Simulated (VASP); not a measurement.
Runs of VASP 6.6.1 on Si. The structure is that of space group Pm-3m (No. 221), or close to it. The cells are those of the table. 

| task | cell | cutoff (eV) | gap on the mesh (eV) | pressure (GPa) |
| --- | --- | --- | --- | --- |
| relaxation of cell and atoms | relaxed to 160 GPa from a = 2.037 Å, 1 atom | 600 | none | 160.1 |
| single point | a = 2.108 Å, 1 atom | 520 | none | 161.4 |
| relaxation of cell and atoms | relaxed to 160 GPa from a = 2.109 Å, 1 atom | 600 | none | 160.0 |
| single point | a = 2.109 Å, 1 atom | 520 | none | (a) |

Alike in all rows: level PBEsol; potentials or basis VASP PAW PBE potentials, release 64 (Si); no spin polarisation; k mesh 18 × 18 × 18; smearing fermi-dirac 0.1 eV.

Question: Estimate the missing entries.

Answer: (a) 160.8.

Caveats: the PAW data sets were made with another functional, which shifts forces and pressure a little; the cell is relaxed towards a set pressure, so the enthalpy falls and the energy may rise (some runs).

A gap of «none» marks levels without a gap at the run's occupations.
